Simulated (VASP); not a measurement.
Wanted: the native input for a VASP 6.6.1 run.

- Task: single point
- Functional: PBEsol
- Dispersion: D4
- Potentials or basis: VASP PAW PBE potentials, release 64 (C)
- Cutoff: 520 eV
- k mesh: 13 × 13 × 13
- Occupations: tetrahedron
- Spin: no spin polarisation
- Dipole correction: no
- Further INCAR settings: ALGO = Normal; EDIFF = 1e-06; NBANDS = 11

The structure of C lies in POSCAR:

```
C
1.0
    0.0000000000      1.7729022486      1.7729022486
    1.7729022486      0.0000000000      1.7729022486
    1.7729022486      1.7729022486      0.0000000000
C
2
Direct
    0.2500000000      0.2500000000      0.2500000000
    0.0000000000      0.0000000000      0.0000000000
```

The input as run:

INCAR

```
ALGO = Normal
EDIFF = 1E-6
ENCUT = 520
GGA = PS
ISIF = 2
ISMEAR = -5
IVDW = 13
LASPH = True
LCHARG = True
LELF = True
LREAL = False
LVHAR = True
LWAVE = False
NBANDS = 11
NELM = 60
PREC = Accurate
SIGMA = 0.05
```

KPOINTS

```
k-points
0
Gamma
  13 13 13
```

Potentials or basis: VASP PAW PBE potentials, release 64 (C).

The run is started by

```sh
$ cat potpaw_PBE.64/C/POTCAR > POTCAR
$ mpirun -np 1 vasp_std > vasp.out
```

Results of the run:

The pressure is 1.1 GPa. The band gap on the k mesh is 4.05 eV, indirect (least direct gap 5.59 eV) and the dispersion energy per atom is -0.121 eV.

Caveat: the PAW data sets were made with another functional, which shifts forces and pressure a little.

It used 9 s of CPU time on 1 thread of Intel Xeon 6975P-C (shared host).
